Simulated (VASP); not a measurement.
# W in VASP: single point with PBEsol

Aim: the single point of W with PBEsol.

Everything below comes from runs of VASP 6.6.1. Logs are shortened: lines on timing, memory, paths and dates and some standing lists are left out, and cuts for length are marked.

### Step 1. The cell of the first run

The typed cell holds 1 atom: a = 2.748 Å, b = 2.748 Å, c = 3.173 Å, α = 54.73°, β = 54.73°, γ = 70.53°.

### Step 2. Single point, PBEsol

Input file INCAR:

```
ALGO = Fast
EDIFF = 1E-7
ENCUT = 520
GGA = PS
ISIF = 2
ISMEAR = 0
LASPH = True
LCHARG = True
LELF = True
LREAL = False
LVHAR = True
LWAVE = False
NBANDS = 13
NELM = 100
PREC = Accurate
SIGMA = 0.15
```

Input file KPOINTS:

```
k-points
0
Gamma
  28 28 28
```

Input file POSCAR:

```
W
1.0
    0.0000000000      2.2439098405      1.5864442573
    2.2439098405      0.0000000000      1.5864442573
    2.2439098405      2.2439098405      0.0000000000
W
1
Direct
    0.0000000000      0.0000000000      0.0000000000
```

Potentials or basis: VASP PAW PBE potentials, release 64 (W_sv).

The run is started by

```sh
$ cat potpaw_PBE.64/W_sv/POTCAR > POTCAR
$ mpirun -np 1 vasp_std > vasp.out
```

OUTCAR:

```text
EDIFF = 1E-7
   ENCUT = 520
   GGA = PS
   ISIF = 2
   ISMEAR = 0
   LASPH = True
   LREAL = False
   NELM = 100
   PREC = Accurate

 ion  position               nearest neighbor table
   1  0.000  0.000  0.000-

  LATTYP: Found a body centered tetragonal cell.
 ALAT       =     3.1733677292
 C/A-ratio  =     0.9998489886

  Lattice vectors:

 A1 = (   0.0000000000,  -2.2439098405,  -1.5864442573)
 A2 = (   0.0000000000,   2.2439098405,  -1.5864442573)
 A3 = (   2.2439098405,   0.0000000000,   1.5864442573)

Analysis of symmetry for initial positions (statically):
=====================================================================
 Subroutine PRICEL returns:
 Original cell was already a primitive cell.

 Routine SETGRP: Setting up the symmetry group for a
 body centered tetragonal supercell.

 Subroutine GETGRP returns: Found 16 space group operations
 (whereof 16 operations were pure point group operations)
 out of a pool of 16 trial point group operations.

The static configuration has the point symmetry D_4h.

Analysis of symmetry for dynamics (positions and initial velocities):
=====================================================================
 Subroutine PRICEL returns:
 Original cell was already a primitive cell.

 Routine SETGRP: Setting up the symmetry group for a
 body centered tetragonal supercell.

 Subroutine GETGRP returns: Found 16 space group operations
 (whereof 16 operations were pure point group operations)
 out of a pool of 16 trial point group operations.

The dynamic configuration has the point symmetry D_4h.

 Subroutine INISYM returns: Found 16 space group operations
 (whereof 16 operations are pure point group operations),
 and found     1 'primitive' translations

----------------------------------------------------------------------------------------

                                     Primitive cell

  volume of cell :      15.9759

  direct lattice vectors                    reciprocal lattice vectors
     0.000000000  2.243909841  1.586444257    -0.222825352  0.222825352  0.315170229
     2.243909841  0.000000000  1.586444257     0.222825352 -0.222825352  0.315170229
     2.243909841  2.243909841  0.000000000     0.222825352  0.222825352 -0.315170229

  length of vectors
     2.748078739  2.748078739  3.173367729     0.445684359  0.445684359  0.445684359

  position of ions in fractional coordinates (direct lattice)
     0.000000000  0.000000000  0.000000000

  ion indices of the primitive-cell ions
   primitive index   ion index
                 1           1

----------------------------------------------------------------------------------------

 KPOINTS: k-points

Automatic generation of k-mesh.
 Grid dimensions read from file:
 generate k-points for:   28   28   28

 Generating k-lattice:

  Cartesian coordinates                     Fractional coordinates (reciprocal lattice)
    -0.007958048  0.007958048  0.011256080     0.035714286 -0.000000000  0.000000000
     0.007958048 -0.007958048  0.011256080    -0.000000000  0.035714286  0.000000000
     0.007958048  0.007958048 -0.011256080     0.000000000  0.000000000  0.035714286

  Length of vectors
     0.015917299  0.015917299  0.015917299

  Shift w.r.t. Gamma in fractional coordinates (k-lattice)
     0.000000000  0.000000000  0.000000000

 Subroutine IBZKPT returns following result:
 ===========================================

 Found   1639 irreducible k-points:

 Following reciprocal coordinates:
            Coordinates               Weight
  0.000000  0.000000  0.000000      1.000000
  0.035714 -0.000000  0.000000      8.000000
  0.071429 -0.000000  0.000000      8.000000
  0.107143 -0.000000  0.000000      8.000000
  0.142857 -0.000000  0.000000      8.000000
  0.178571 -0.000000  0.000000      8.000000
[... 16 lines left out ...]
  0.285714  0.035714  0.000000      8.000000
  0.321429  0.035714  0.000000      8.000000
 [... further k-points ...]
   k-points           NKPTS =   1639   k-points in BZ     NKDIM =   1639   number of bands    NBANDS=     13
   number of dos      NEDOS =    301   number of ions     NIONS =      1
   total plane-waves  NPLWV =   9600
   dimension x,y,z NGX =    20 NGY =   20 NGZ =   24
   dimension x,y,z NGXF=    40 NGYF=   40 NGZF=   48
   ions per type =               1
   NGX,Y,Z   is equivalent  to a cutoff of  12.10, 12.10, 12.57 a.u.
   NGXF,Y,Z  is equivalent  to a cutoff of  24.20, 24.20, 25.15 a.u.
 SYSTEM =  unknown system
   PREC   = accura    normal or accurate (medium, high low for compatibility)
   ISTART =      0    job   : 0-new  1-cont  2-samecut
   ICHARG =      2    charge: 1-file 2-atom 10-const
   ISPIN  =      1    spin polarized calculation?
   LNONCOLLINEAR =      F non collinear calculations
   LSORBIT =      F    spin-orbit coupling
   LASPH  =      T    aspherical Exc in radial PAW
   ENCUT  =  520.0 eV  38.22 Ry    6.18 a.u.   5.11  5.11  5.90*2*pi/ulx,y,z
   NELM   =    100;   NELMIN=  2; NELMDL= -5     # of ELM steps
   EDIFF  = 0.1E-06   stopping-criterion for ELM
   LREAL  =      F    real-space projection
   EDIFFG = 0.1E-05   stopping-criterion for IOM
   NSW    =      0    number of steps for IOM
   IBRION =     -1    ionic relax: 0-MD 1-quasi-New 2-CG
   NFREE  =      0    steps in history (QN), initial steepest desc. (CG)
   ISIF   =      2    stress and relaxation
   ISYM   =      2    0-nonsym 1-usesym 2-fastsym
   POTIM  = 0.5000    time-step for ionic-motion
   TEBEG  =    0.0;   TEEND  =   0.0 temperature during run
   PSTRESS=    0.0 pullay stress
   NELECT =      14.0000    total number of electrons
   NUPDOWN=      -1.0000    fix difference up-down
   EMIN   =  10.00;   EMAX   =-10.00  energy-range for DOS
   EFERMI =   0.00;   METHOD = LEGACY
   ISMEAR =     0;   SIGMA  =   0.15  broadening in eV -4-tet -1-fermi 0-gaus
   EFERMI_NEDOS =   21; number of points for ismear=-14 and -15
   IALGO  =     68    algorithm
   IMIX   =      4    mixing-type and parameters
     AMIX     =   0.40;   BMIX     =  1.00
     AMIX_MAG =   1.60;   BMIX_MAG =  1.00
  volume/ion in A,a.u.               =      15.98       107.81
  Fermi-wavevector in a.u.,A,eV,Ry     =   1.566615  2.960473 33.392545  2.454283
  Thomas-Fermi vector in A             =   2.668917
   LORBIT       =      0    0 simple, 1 ext, 2 COOP (PROOUT), +10 PAW based schemes
   GGA     = PS    functional components
   LHFCALC =     F    Hartree Fock is set to
   AEXX    =    0.0000 exact exchange contribution
   IVDW    =     0    specifies the selected vdW correction
   LEPSILON=     F    determine dielectric tensor
   LRPA    =     F    only Hartree local field effects (RPA)
 non-spin polarized calculation
 RMM-DIIS sequential band-by-band and
 Gauss-broadening in eV      SIGMA  =   0.15
  energy-cutoff  :      520.00
  volume of cell :       15.98
 maximum number of plane-waves:       456
   NGX = 11   NGY = 11   NGZ = 11

 number of electron      14.0000001 magnetization

 Free energy of the ion-electron system (eV)
  ---------------------------------------------------
  ext. energy  EPLUGINS =         0.00000000
  ---------------------------------------------------
  free energy    TOTEN  =       -13.80342585 eV

  energy without entropy =      -13.79800364  energy(sigma->0) =      -13.80071474

 E-fermi :  11.1937     XC(G=0): -13.7169

 val. band max:       11.1843548599   @ k =  -0.4643   0.0714   0.0357
 cond. band min:      11.1978180275   @ k =   0.3214   0.2857   0.0357
 fundamental gap:      0.0134631676
 Fermi energy:        11.1937105738

 k-point     1 :       0.0000    0.0000    0.0000
  band No.  band energies     occupation
      1     -62.9943      2.00000
      2     -26.5636      2.00000
      3     -26.5636      2.00000
      4     -26.5635      2.00000
      5       1.5527      2.00000
      6       9.9394      2.00000
      7       9.9414      2.00000
      8       9.9414      2.00000
      9      13.3780      0.00000
     10      13.3807      0.00000
     11      25.6856      0.00000
     12      25.6856      0.00000
     13      25.6885      0.00000

 k-point     2 :       0.0357   -0.0000    0.0000
  band No.  band energies     occupation
      1     -62.9927      2.00000
      2     -26.5807      2.00000
      3     -26.5689      2.00000
      4     -26.5636      2.00000
      5       1.6145      2.00000
      6       9.9025      2.00000
      7       9.9338      2.00000
      8       9.9997      2.00000
      9      13.3168      0.00000
     10      13.3790      0.00000
     11      25.7409      0.00000
     12      25.7906      0.00000
     13      25.8417      0.00000

 k-point     3 :       0.0714   -0.0000    0.0000
  band No.  band energies     occupation
      1     -62.9879      2.00000
      2     -26.6310      2.00000
      3     -26.5847      2.00000
      4     -26.5639      2.00000
      5       1.7973      2.00000
      6       9.7926      2.00000
      7       9.9058      2.00000
      8      10.1768      2.00000
      9      13.1512      0.00000
     10      13.3810      0.00000
     11      25.8926      0.00000
     12      26.1016      0.00000
     13      26.2769      0.00000
[... 305 lines left out ...]
 k-point    23 :       0.2857    0.0357    0.0000
  band No.  band energies     occupation
      1     -62.9137      2.00000
      2     -27.3556      2.00000
      3     -26.8243      2.00000
      4     -26.5806      2.00000
      5       4.4454      2.00000
      6       8.4521      2.00000
      7       9.3160      2.00000
      8      12.6755      0.00000
      9      13.4233      0.00000
     10      13.8487      0.00000
     11      25.2794      0.00000
     12      26.8287      0.00000
     13      31.4292      0.00000

 k-point    24 :       0.3214    0.0357    0.0000
  band No.  band energies     occupation
      1     -62.8999      2.00000
      2     -27.4845      2.00000
      3     -26.8673      2.00000
      4     -26.5811      2.00000
      5       4.7559      2.00000
      6       8.2319      2.00000
      7       9.5065      2.00000
      8      12.8775      0.00000
      9      13.9434      0.00000
     10      14.2378      0.00000
     11      24.5734      0.00000
     12      25.8426      0.00000
     13      32.2076      0.00000

 [... further k-points ...]
[... 5 lines left out ...]
  --------------------------------------------------------------------------------------
  -------------------------------------------------------------------------------------
  Total       -0.5095125     -0.5095125     -0.5046318      0.0000000      0.0000000      0.0000000
  in kB      -51.0975163    -51.0975163    -50.6080437      0.0000000      0.0000000      0.0000000
  external PRESSURE =     -50.9343587 kB  Pullay stress =       0.0000000 kB

 VOLUME and BASIS-vectors are now :
 -----------------------------------------------------------------------------
  energy-cutoff  :      520.00
  volume of cell :       15.98
      direct lattice vectors                 reciprocal lattice vectors
     0.000000000  2.243909841  1.586444257    -0.222825352  0.222825352  0.315170229
     2.243909841  0.000000000  1.586444257     0.222825352 -0.222825352  0.315170229
     2.243909841  2.243909841  0.000000000     0.222825352  0.222825352 -0.315170229

 POSITION                                       TOTAL-FORCE (eV/Angst)
 -----------------------------------------------------------------------------------
      0.00000      0.00000      0.00000         0.000000      0.000000      0.000000
 -----------------------------------------------------------------------------------
    total drift:                               -0.000000      0.000000      0.000000

  FREE ENERGIE OF THE ION-ELECTRON SYSTEM (eV)
  ---------------------------------------------------
  free  energy   TOTEN  =       -13.8034258466 eV

  energy  without entropy=      -13.7980036371  energy(sigma->0) =      -13.80071474
```

It took 2.4 min on 1 thread of Intel Xeon 6975P-C (Granite Rapids), shared host; peak memory 0.41 GiB.

Results:

- Free energy: -13.8034 eV
- Pressure: -5.1 GPa
- Band gap on the k mesh: zero (bands 7 and 8 overlap by 6.34 eV)

Caveat: the cell stands under tension; the PAW data sets were made with another functional, which shifts forces and pressure a little; spin-orbit coupling is left out, which moves the levels of the heavy elements.
